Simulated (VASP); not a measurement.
# WC (Amm2) in VASP: notebook, part 2 of 2

VASP 6.6.1. The steps go on from the part before.

## Step 4: Single point, PBE (strain -0.0100 x Voigt [1, -1, 0, 0, 0, 0])

Input file INCAR:

```
PREC = Accurate
ENCUT = 520
EDIFF = 1E-6
ISMEAR = 0
SIGMA = 0.15
LREAL = False
LASPH = True
NELM = 80
ALGO = Normal
ISIF = 2
LWAVE = False
LCHARG = False
GGA = PE
NBANDS = 16
```

Input file KPOINTS:

```
Automatic mesh
0
Gamma
  18 18 16
```

Input file POSCAR:

```
WC
1.0
    2.8714964216      0.0000000000      0.0000000000
   -1.4357482108      2.5370270066      0.0000000000
    0.0000000000      0.0000000000      2.8290000000
W C
1 1
Direct
    0.0000000000      0.0000000000      0.0000000000
    0.6666666667      0.3333333333      0.5000000000
```

Started as:

```bash
> cat potpaw_PBE.64/W_sv/POTCAR potpaw_PBE.64/C/POTCAR > POTCAR
> mpirun -np 1 vasp_std > vasp.out
```

Run time: 67 s. Hardware: 1 thread of Intel Xeon 6975P-C (Granite Rapids), shared host; peak memory 0.36 GiB.

The run converged. Its results:

- Free energy: -22.4289 eV
- Pressure: 9.7 GPa
- Largest force: 0.117 eV/Å
- Band gap on the k mesh: zero (bands 9 and 10 overlap by 1.12 eV)

Forces in eV/Å, atoms in the order of the input:
```
W    0.000 -0.117  0.000
C    0.000  0.117  0.000
```

Stress tensor (GPa, compression positive):
```
14.78  0.00  0.00
 0.00  4.21  0.00
 0.00  0.00 10.21
```

Levels at points of the mesh, in eV from the Fermi level:
```
           k point  band 5  band 6  band 7  band 8  band 9  band 10  band 11  band 12  band 13  band 14
(0.00, 0.00, 0.00)  -14.51   -4.36   -3.53   -3.20    0.09     3.23     3.31     5.56     5.76     6.43
(0.50, 0.00, 0.00)  -11.11   -7.05   -3.65   -3.58   -0.54     2.31     4.49     5.01     6.88     9.74
(0.00, 0.50, 0.00)  -11.20   -7.10   -3.66   -3.64   -0.36     2.47     4.56     4.90     6.94     9.69
(0.00, 0.00, 0.50)  -10.44   -8.70   -2.09   -1.99   -0.79    -0.40     3.70     4.41     4.66    10.01
(0.50, 0.00, 0.50)  -11.34   -6.51   -4.45   -4.20    0.37     4.48     5.40     6.66     9.26    10.34
(0.00, 0.50, 0.50)  -11.38   -6.49   -4.21   -4.19    0.15     4.41     5.31     6.76     9.22    10.05
```

Caveat: the cell differs from its parent crystal (strain -0.0100 x Voigt [1, -1, 0, 0, 0, 0]); the cell stands under pressure; spin-orbit coupling is left out, which moves the levels of the heavy elements.

## Step 5: Single point, PBE (strain +0.0050 x Voigt [1, -1, 0, 0, 0, 0])

Input file INCAR:

```
SYSTEM = WC
ALGO = Normal
EDIFF = 1E-6
ENCUT = 520
GGA = PE
ISIF = 2
ISMEAR = 0
LASPH = .TRUE.
LCHARG = .FALSE.
LREAL = .FALSE.
LWAVE = .FALSE.
NBANDS = 16
NELM = 60
PREC = Accurate
SIGMA = 0.15
```

Input file KPOINTS:

```
k-points
0
G
  18 18 16
  0 0 0
```

Input file POSCAR:

```
WC
1.0
    2.9150039432      0.0000000000      0.0000000000
   -1.4575019716      2.4993483877      0.0000000000
    0.0000000000      0.0000000000      2.8290000000
W C
1 1
Direct
    0.0000000000      0.0000000000      0.0000000000
    0.6666666667      0.3333333333      0.5000000000
```

Potentials or basis: VASP PAW PBE potentials, release 64 (W_sv, C).

Started as:

```bash
> cat potpaw_PBE.64/W_sv/POTCAR potpaw_PBE.64/C/POTCAR > POTCAR
> mpirun -np 1 vasp_std > vasp.out
```

OUTCAR:

```text
SYSTEM = WC
   EDIFF = 1E-6
   ENCUT = 520
   GGA = PE
   ISIF = 2
   ISMEAR = 0
   LASPH = .TRUE.
   LREAL = .FALSE.
   NELM = 60
   PREC = Accurate

 ion  position               nearest neighbor table
   1  0.000  0.000  0.000-   2 2.19   2 2.19   2 2.20   2 2.20   2 2.20   2 2.20
   2  0.667  0.333  0.500-   1 2.19   1 2.19   1 2.20   1 2.20   1 2.20   1 2.20

  Warning from LATTYP: Monoclinic adjustment (A1->A3, A2->A1, A3->A2)!
  LATTYP: Found a base centered orthorhombic cell.
 ALAT       =     2.9150039432
 B/A-ratio  =     1.7148164712
 C/A-ratio  =     0.9704961143

  Lattice vectors:

 A1 = (   1.4575019716,  -2.4993483877,   0.0000000000)
 A2 = (   1.4575019716,   2.4993483877,   0.0000000000)
 A3 = (   0.0000000000,   0.0000000000,   2.8290000000)

Analysis of symmetry for initial positions (statically):
=====================================================================
 Subroutine PRICEL returns:
 Original cell was already a primitive cell.

 Routine SETGRP: Setting up the symmetry group for a
 base centered orthorhombic supercell.

 Subroutine GETGRP returns: Found  4 space group operations
 (whereof  4 operations were pure point group operations)
 out of a pool of  8 trial point group operations.

The static configuration has the point symmetry C_2v.

Analysis of symmetry for dynamics (positions and initial velocities):
=====================================================================
 Subroutine PRICEL returns:
 Original cell was already a primitive cell.

 Routine SETGRP: Setting up the symmetry group for a
 base centered orthorhombic supercell.

 Subroutine GETGRP returns: Found  4 space group operations
 (whereof  4 operations were pure point group operations)
 out of a pool of  8 trial point group operations.

The dynamic configuration has the point symmetry C_2v.

 Subroutine INISYM returns: Found  4 space group operations
 (whereof  4 operations are pure point group operations),
 and found     1 'primitive' translations

----------------------------------------------------------------------------------------

                                     Primitive cell

  volume of cell :      20.6110

  direct lattice vectors                    reciprocal lattice vectors
     2.915003943  0.000000000  0.000000000     0.343052709  0.200052143  0.000000000
    -1.457501972  2.499348388  0.000000000     0.000000000  0.400104285  0.000000000
     0.000000000  0.000000000  2.829000000     0.000000000  0.000000000  0.353481796

  length of vectors
     2.915003943  2.893277443  2.829000000     0.397122174  0.400104285  0.353481796

  position of ions in fractional coordinates (direct lattice)
     0.000000000  0.000000000  0.000000000
     0.666666667  0.333333333  0.500000000

  ion indices of the primitive-cell ions
   primitive index   ion index
                 1           1
                 2           2

----------------------------------------------------------------------------------------

 KPOINTS: k-points

Automatic generation of k-mesh.
 Grid dimensions read from file:
 generate k-points for:   18   18   16

 Generating k-lattice:

  Cartesian coordinates                     Fractional coordinates (reciprocal lattice)
     0.019058484  0.011114008  0.000000000     0.055555556 -0.000000000  0.000000000
     0.000000000  0.022228016  0.000000000     0.000000000  0.055555556  0.000000000
     0.000000000  0.000000000  0.022092612     0.000000000  0.000000000  0.062500000

  Length of vectors
     0.022062343  0.022228016  0.022092612

  Shift w.r.t. Gamma in fractional coordinates (k-lattice)
     0.000000000  0.000000000  0.000000000

 Subroutine IBZKPT returns following result:
 ===========================================

 Found    819 irreducible k-points:

 Following reciprocal coordinates:
            Coordinates               Weight
  0.000000  0.000000  0.000000      1.000000
  0.055556  0.000000  0.000000      4.000000
  0.111111  0.000000  0.000000      4.000000
  0.166667  0.000000  0.000000      4.000000
  0.222222 -0.000000  0.000000      4.000000
  0.277778 -0.000000  0.000000      4.000000
[... 16 lines left out ...]
 -0.333333  0.055556  0.000000      4.000000
 -0.277778  0.055556  0.000000      4.000000
 [... further k-points ...]
   k-points           NKPTS =    819   k-points in BZ     NKDIM =    819   number of bands    NBANDS=     16
   number of dos      NEDOS =    301   number of ions     NIONS =      2
   total plane-waves  NPLWV =  13824
   dimension x,y,z NGX =    24 NGY =   24 NGZ =   24
   dimension x,y,z NGXF=    48 NGYF=   48 NGZF=   48
   ions per type =               1   1
   NGX,Y,Z   is equivalent  to a cutoff of  13.69, 13.79, 14.10 a.u.
   NGXF,Y,Z  is equivalent  to a cutoff of  27.37, 27.58, 28.21 a.u.
 SYSTEM =  WC
   PREC   = accura    normal or accurate (medium, high low for compatibility)
   ISTART =      0    job   : 0-new  1-cont  2-samecut
   ICHARG =      2    charge: 1-file 2-atom 10-const
   ISPIN  =      1    spin polarized calculation?
   LNONCOLLINEAR =      F non collinear calculations
   LSORBIT =      F    spin-orbit coupling
   LASPH  =      T    aspherical Exc in radial PAW
   ENCUT  =  520.0 eV  38.22 Ry    6.18 a.u.   5.42  5.38  5.26*2*pi/ulx,y,z
   NELM   =     60;   NELMIN=  2; NELMDL= -5     # of ELM steps
   EDIFF  = 0.1E-05   stopping-criterion for ELM
   LREAL  =      F    real-space projection
   EDIFFG = 0.1E-04   stopping-criterion for IOM
   NSW    =      0    number of steps for IOM
   IBRION =     -1    ionic relax: 0-MD 1-quasi-New 2-CG
   NFREE  =      0    steps in history (QN), initial steepest desc. (CG)
   ISIF   =      2    stress and relaxation
   ISYM   =      2    0-nonsym 1-usesym 2-fastsym
   POTIM  = 0.5000    time-step for ionic-motion
   TEBEG  =    0.0;   TEEND  =   0.0 temperature during run
   PSTRESS=    0.0 pullay stress
   NELECT =      18.0000    total number of electrons
   NUPDOWN=      -1.0000    fix difference up-down
   EMIN   =  10.00;   EMAX   =-10.00  energy-range for DOS
   EFERMI =   0.00;   METHOD = LEGACY
   ISMEAR =     0;   SIGMA  =   0.15  broadening in eV -4-tet -1-fermi 0-gaus
   EFERMI_NEDOS =   21; number of points for ismear=-14 and -15
   IALGO  =     38    algorithm
   IMIX   =      4    mixing-type and parameters
     AMIX     =   0.40;   BMIX     =  1.00
     AMIX_MAG =   1.60;   BMIX_MAG =  1.00
  volume/ion in A,a.u.               =      10.31        69.54
  Fermi-wavevector in a.u.,A,eV,Ry     =   1.564826  2.957092 33.316317  2.448680
  Thomas-Fermi vector in A             =   2.667392
   LORBIT       =      0    0 simple, 1 ext, 2 COOP (PROOUT), +10 PAW based schemes
   GGA     = PE    functional components
   LHFCALC =     F    Hartree Fock is set to
   AEXX    =    0.0000 exact exchange contribution
   IVDW    =     0    specifies the selected vdW correction
   LEPSILON=     F    determine dielectric tensor
   LRPA    =     F    only Hartree local field effects (RPA)
 non-spin polarized calculation
 Gauss-broadening in eV      SIGMA  =   0.15
  energy-cutoff  :      520.00
  volume of cell :       20.61
 maximum number of plane-waves:       578
 NGX is ok and might be reduce to    24
   NGX = 11   NGY = 11   NGZ = 11

 number of electron      18.0000001 magnetization

 Free energy of the ion-electron system (eV)
  ---------------------------------------------------
  ext. energy  EPLUGINS =         0.00000000
  ---------------------------------------------------
  free energy    TOTEN  =       -22.43413872 eV

  energy without entropy =      -22.43066081  energy(sigma->0) =      -22.43239977

 E-fermi :  11.1797     XC(G=0): -13.8378

 val. band max:       11.1780200883   @ k =   0.0000   0.0000   0.3125
 cond. band min:      11.1837767270   @ k =   0.4444   0.0556   0.4375
 fundamental gap:      0.0057566388
 Fermi energy:        11.1797030414

 k-point     1 :       0.0000    0.0000    0.0000
  band No.  band energies     occupation
      1     -62.8117      2.00000
      2     -26.7901      2.00000
      3     -26.6996      2.00000
      4     -26.6793      2.00000
      5      -3.3259      2.00000
      6       6.8252      2.00000
[... 8 lines left out ...]
     15      25.5950      0.00000
     16      27.8732      0.00000
[... 419 lines left out ...]
 k-point    24 :      -0.2778    0.0556    0.0000
  band No.  band energies     occupation
      1     -62.7815      2.00000
      2     -27.1213      2.00000
      3     -26.7913      2.00000
      4     -26.7327      2.00000
      5      -1.8226      2.00000
      6       5.5866      2.00000
[... 8 lines left out ...]
     15      25.3014      0.00000
     16      29.4715      0.00000

 [... further k-points ...]

------------------------ aborting loop because EDIFF is reached ----------------------------------------

  FORCE on cell =-STRESS in cart. coord.  units (eV):
  Direction    XX          YY          ZZ          XY          YZ          ZX
  --------------------------------------------------------------------------------------
  -------------------------------------------------------------------------------------
  Total        0.8687468      1.5412197      1.3126343      0.0000000      0.0000000      0.0000000
  in kB       67.5312699    119.8053561    102.0364763      0.0000000      0.0000000      0.0000000
  external PRESSURE =      96.4577008 kB  Pullay stress =       0.0000000 kB

 VOLUME and BASIS-vectors are now :
 -----------------------------------------------------------------------------
  energy-cutoff  :      520.00
  volume of cell :       20.61
      direct lattice vectors                 reciprocal lattice vectors
     2.915003943  0.000000000  0.000000000     0.343052709  0.200052143  0.000000000
    -1.457501972  2.499348388  0.000000000     0.000000000  0.400104285  0.000000000
     0.000000000  0.000000000  2.829000000     0.000000000  0.000000000  0.353481796

 POSITION                                       TOTAL-FORCE (eV/Angst)
 -----------------------------------------------------------------------------------
      0.00000      0.00000      0.00000         0.000000      0.062800      0.000000
      1.45750      0.83312      1.41450         0.000000     -0.062800      0.000000
 -----------------------------------------------------------------------------------
    total drift:                                0.000000     -0.000009     -0.000000

  FREE ENERGIE OF THE ION-ELECTRON SYSTEM (eV)
  ---------------------------------------------------
  free  energy   TOTEN  =       -22.4341387232 eV

  energy  without entropy=      -22.4306608127  energy(sigma->0) =      -22.43239977
```

OSZICAR:

```text
N       E                     dE             d eps       ncg     rms          rms(c)
DAV:   1     0.110709432014E+03    0.11071E+03   -0.94253E+03 26288   0.126E+03
DAV:   2    -0.222465508486E+02   -0.13296E+03   -0.12842E+03 31208   0.337E+02
DAV:   3    -0.254879876041E+02   -0.32414E+01   -0.32302E+01 28872   0.501E+01
DAV:   4    -0.255049535074E+02   -0.16966E-01   -0.16965E-01 34392   0.408E+00
DAV:   5    -0.255050781031E+02   -0.12460E-03   -0.12460E-03 28848   0.331E-01    0.329E+01
DAV:   6    -0.225133177786E+02    0.29918E+01   -0.57358E+00 31856   0.258E+01    0.877E+00
DAV:   7    -0.224619268538E+02    0.51391E-01   -0.41791E-01 27408   0.498E+00    0.633E+00
DAV:   8    -0.224353245978E+02    0.26602E-01   -0.59835E-02 29672   0.210E+00    0.109E+00
DAV:   9    -0.224341953219E+02    0.11293E-02   -0.28867E-03 29264   0.417E-01    0.118E-01
DAV:  10    -0.224341407345E+02    0.54587E-04   -0.28728E-04 31832   0.192E-01    0.616E-02
DAV:  11    -0.224341395138E+02    0.12207E-05   -0.12367E-05 29720   0.321E-02    0.980E-03
DAV:  12    -0.224341387232E+02    0.79063E-06   -0.26509E-06 28360   0.148E-02
   1 F= -.22434139E+02 E0= -.22432400E+02  d E =-.347791E-02
```

Run time: 64 s. Hardware: 1 thread of Intel Xeon 6975P-C (Granite Rapids), shared host; peak memory 0.37 GiB.

Results:

| Property | Result |
| --- | --- |
| Free energy | -22.4341 eV |
| Pressure | 9.6 GPa |
| Largest force | 0.063 eV/Å |
| Band gap on the k mesh | zero (bands 9 and 10 overlap by 1.23 eV) |

Forces in eV/Å, atoms in the order of the input:
```
W    0.000  0.063  0.000
C    0.000 -0.063  0.000
```

Stress tensor (GPa, compression positive):
```
 6.75  0.00  0.00
 0.00 11.98  0.00
 0.00  0.00 10.20
```

Levels at points of the mesh, in eV from the Fermi level:
| k point | band 6 | band 7 | band 8 | band 9 | band 10 | band 11 | band 12 | band 13 |
| --- | --- | --- | --- | --- | --- | --- | --- | --- |
| (0.00, 0.00, 0.00) | -4.35 | -3.45 | -3.28 | 0.09 | 3.25 | 3.29 | 5.61 | 5.71 |
| (0.50, 0.00, 0.00) | -7.08 | -3.64 | -3.62 | -0.45 | 2.39 | 4.54 | 4.94 | 6.91 |
| (0.00, 0.50, 0.00) | -7.05 | -3.64 | -3.58 | -0.54 | 2.31 | 4.58 | 4.94 | 6.88 |
| (0.00, 0.00, 0.50) | -8.70 | -2.06 | -2.02 | -0.69 | -0.50 | 3.71 | 4.47 | 4.60 |
| (0.50, 0.00, 0.50) | -6.50 | -4.32 | -4.20 | 0.26 | 4.45 | 5.35 | 6.71 | 9.24 |
| (0.00, 0.50, 0.50) | -6.51 | -4.44 | -4.20 | 0.37 | 4.50 | 5.39 | 6.66 | 9.27 |

Caveat: the cell differs from its parent crystal (strain +0.0050 x Voigt [1, -1, 0, 0, 0, 0]); the cell stands under pressure; spin-orbit coupling is left out, which moves the levels of the heavy elements.

## Step 6: Single point, PBE (strain +0.0200 x Voigt [1, -1, 0, 0, 0, 0])

Input file INCAR:

```
SYSTEM = WC
ALGO     = Normal         ! electronic algorithm
EDIFF    = 1E-7           ! SCF threshold, eV
ENCUT    = 520            ! plane-wave cutoff, eV
GGA      = PE             ! functional
ISIF     = 2              ! what is computed and relaxed
ISMEAR   = 0              ! smearing method
LASPH    = .True.         ! aspherical terms in the spheres
LCHARG   = .False.        ! write CHGCAR
LREAL    = .False.        ! projectors in reciprocal space
LWAVE    = .False.        ! write WAVECAR
NBANDS   = 16             ! bands
NELM     = 60             ! most SCF steps
PREC     = Accurate       ! precision mode
SIGMA    = 0.15           ! smearing width, eV
```

Input file KPOINTS:

```
k-points
0
Gamma
  18 18 16
  0 0 0
```

Input file POSCAR:

```
WC
1.0
    2.9585114647      0.0000000000      0.0000000000
   -1.4792557324      2.4616697687      0.0000000000
    0.0000000000      0.0000000000      2.8290000000
W C
1 1
Direct
    0.0000000000      0.0000000000      0.0000000000
    0.6666666667      0.3333333333      0.5000000000
```

Potentials or basis: VASP PAW PBE potentials, release 64 (W_sv, C).

Started as:

```bash
> cat potpaw_PBE.64/W_sv/POTCAR potpaw_PBE.64/C/POTCAR > POTCAR
> mpirun -np 1 vasp_std > vasp.out
```

Wall time 75 s (1 thread of Intel Xeon 6975P-C (Granite Rapids), shared host); peak memory 0.36 GiB.

It converged, with:

```
Free energy            : -22.4090 eV
Pressure               : 10.1 GPa
Largest force          : 0.254 eV/Å
Band gap on the k mesh : zero (bands 9 and 10 overlap by 1.25 eV)
```

Forces in eV/Å, atoms in the order of the input:
```
W    0.000  0.254  0.000
C    0.000 -0.254  0.000
```

Stress tensor (GPa, compression positive):
```
-0.02  0.00  0.00
 0.00 20.06  0.00
 0.00  0.00 10.34
```

Levels at points of the mesh, in eV from the Fermi level:
| k point | band 5 | band 6 | band 7 | band 8 | band 9 | band 10 | band 11 | band 12 | band 13 | band 14 |
| --- | --- | --- | --- | --- | --- | --- | --- | --- | --- | --- |
| (0.00, 0.00, 0.00) | -14.51 | -4.38 | -3.70 | -3.03 | 0.06 | 3.19 | 3.36 | 5.47 | 5.82 | 6.44 |
| (0.50, 0.00, 0.00) | -11.20 | -7.11 | -3.66 | -3.65 | -0.37 | 2.47 | 4.33 | 5.12 | 6.93 | 9.70 |
| (0.00, 0.50, 0.00) | -11.04 | -7.01 | -3.66 | -3.51 | -0.72 | 2.15 | 4.61 | 4.96 | 6.83 | 9.77 |
| (0.00, 0.00, 0.50) | -10.44 | -8.70 | -2.12 | -1.96 | -0.99 | -0.20 | 3.69 | 4.28 | 4.78 | 10.01 |
| (0.50, 0.00, 0.50) | -11.39 | -6.49 | -4.30 | -4.11 | 0.14 | 4.31 | 5.37 | 6.75 | 9.19 | 10.07 |
| (0.00, 0.50, 0.50) | -11.30 | -6.54 | -4.69 | -4.20 | 0.58 | 4.61 | 5.45 | 6.54 | 9.31 | 10.62 |

Caveat: the cell differs from its parent crystal (strain +0.0200 x Voigt [1, -1, 0, 0, 0, 0]); the cell stands under pressure; spin-orbit coupling is left out, which moves the levels of the heavy elements.

## Step 7: Summary

```tsv
cell	gap on the mesh (eV)	pressure (GPa)	largest force (eV/Å)
a = 2.842, b = 2.930, c = 2.829 Å, angles 90.0, 90.0, 119.0°, 2 atoms	none	10.1	0.22
a = 2.944, b = 2.879, c = 2.829 Å, angles 90.0, 90.0, 120.7°, 2 atoms	none	9.9	0.19
a = 2.871, b = 2.915, c = 2.829 Å, angles 90.0, 90.0, 119.5°, 2 atoms	none	9.7	0.12
a = 2.915, b = 2.893, c = 2.829 Å, angles 90.0, 90.0, 120.2°, 2 atoms	none	9.6	0.06
a = 2.959, b = 2.872, c = 2.829 Å, angles 90.0, 90.0, 121.0°, 2 atoms	none	10.1	0.25
```

Alike in all rows: task single point; level PBE; potentials or basis VASP PAW PBE potentials, release 64 (W_sv, C); no spin polarisation; k mesh 18 × 18 × 16; cutoff (eV) 520; smearing gaussian 0.15 eV.

Caveats: the cell stands under pressure; spin-orbit coupling is left out, which moves the levels of the heavy elements.

Absolute energies hang on the potentials; compare differences alone.
